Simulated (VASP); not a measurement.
A run of VASP 6.6.1 is set up as follows.

File POSCAR:

```
Si16O
1.0
    0.0000000000      5.4300000000      5.4300000000
    5.4300000000      0.0000000000      5.4300000000
    5.4300000000      5.4300000000      0.0000000000
Si O
16 1
Direct
   -0.0048993188      0.0090889208      0.0007198210
    0.1333145394      0.1218125419      0.1229176958
    0.0506111877     -0.0214372609      0.4925022222
    0.1071892146      0.1544255457      0.6311790184
   -0.0052310070      0.4949780938      0.0014569272
    0.1346353188      0.6348998017      0.0958284107
    0.0099585834      0.5109050340      0.4691808163
    0.1071178409      0.6075101568      0.6318364949
    0.5096948332      0.0096902393     -0.0290462726
    0.6219613521      0.1218172458      0.1229365406
    0.4783303665     -0.0214283816      0.4925198392
    0.6336198619      0.1338815704      0.5988773564
    0.5087914120      0.4949877938      0.0014624422
    0.6215753764      0.6333717251      0.1234895808
    0.4782654704      0.5503835816      0.4930981598
    0.6535368768      0.6075096698      0.6318388759
    0.3317480317      0.8325532920      0.5039839612
```

INCAR.step1

```
PREC     = Accurate       # precision mode
ENCUT    = 520            # plane-wave cutoff, eV
ISMEAR   = 0              # smearing method
SIGMA    = 0.05           # smearing width, eV
LREAL    = Auto         
LASPH    = T              # aspherical terms in the spheres
NELM     = 150            # most SCF steps
ISPIN    = 2              # spin polarisation
MAGMOM   = 0 0 0 0 0 0 0 0 0 0 0 0 0 0 0 0 1 # initial moments
NBANDS   = 53             # bands
GGA      = PE             # functional
ALGO     = Normal         # electronic algorithm
EDIFF    = 1E-4           # SCF threshold, eV
LWAVE    = T              # write WAVECAR
LCHARG   = F              # write CHGCAR
```

File INCAR.step2:

```
PREC     = Accurate       # precision mode
ENCUT    = 520            # plane-wave cutoff, eV
EDIFF    = 1E-6           # SCF threshold, eV
ISMEAR   = 0              # smearing method
SIGMA    = 0.05           # smearing width, eV
LREAL    = Auto         
LASPH    = T              # aspherical terms in the spheres
NELM     = 150            # most SCF steps
ALGO     = Normal         # electronic algorithm
ISIF     = 2              # what is computed and relaxed
LWAVE    = F              # write WAVECAR
LCHARG   = F              # write CHGCAR
ISPIN    = 2              # spin polarisation
MAGMOM   = 0 0 0 0 0 0 0 0 0 0 0 0 0 0 0 0 1 # initial moments
LORBIT   = 11             # projections on sites
METAGGA  = R2SCAN         # meta-GGA
LMIXTAU  = T            
NBANDS   = 53             # bands
ISTART   = 1
```

The input KPOINTS:

```
regular mesh
0
Gamma
  2 2 2
```

Potentials or basis: VASP PAW PBE potentials, release 64 (Si, O).

Command:

```console
$ cat potpaw_PBE.64/Si/POTCAR potpaw_PBE.64/O/POTCAR > POTCAR
$ cp INCAR.step1 INCAR
$ mpirun -np 1 vasp_std > vasp.out
$ cp INCAR.step2 INCAR
$ mpirun -np 1 vasp_std > vasp.out
```

(1) Predict the largest force.

(2) Predict the band gap on the k mesh.

Results:

(1) 0.042 eV/Å.

(2) zero (filled and empty bands overlap).

Caveat: the k points lie up to 0.50 Å⁻¹ apart; the PAW data sets were made with another functional, which shifts forces and pressure a little.
